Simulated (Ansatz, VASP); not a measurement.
**One calculation of H, two programs**

```
H
1.0
    -1.69153    1.69153    2.05847
     1.69153   -1.69153    2.05847
     1.69153    1.69153   -2.05847
H
2
Direct
  0.90986 0.90986 0.00000
  0.09014 0.09014 0.00000
```

Alike in both runs: task electric field gradients; functional LDA; k mesh 12 × 12 × 12; occupations fermi-dirac, width 0.01 eV; no spin polarisation.

|  | VASP | Ansatz |
| --- | --- | --- |
| version | VASP 6.6.1 | Ansatz 0.2.0 |
| potentials or method | VASP PAW LDA potentials, release 64 (H) | PAW with Ansatz's default frozen-core files, scalar-relativistic |
| plane-wave cutoff (eV) | 520 | 420 |
| valence electrons in the cell | 2 | 2 |

|  | VASP | Ansatz | Ansatz less VASP |
| --- | --- | --- | --- |
| gap on the k mesh at the Fermi level (eV) | 8.30 | 8.30 | +0.007 |
| pressure (GPa) | 0.7 | 0.9 | +0.18 |
| traceless stress, the component that is largest in VASP (GPa) | 3.28 | 3.28 | -0.005 |
| rms of the force components (eV/Å) | 0.561 | 0.555 | -0.0057 |
| size of Vzz on the site where it differs most (V/Å²) | 34.3 | 34.5 | +0.16 |

LDA's correlation is that of Perdew and Zunger in VASP and of Perdew and Wang (1992) in Ansatz. Atom by atom the forces differ by 0.006 eV/Å (rms over components).
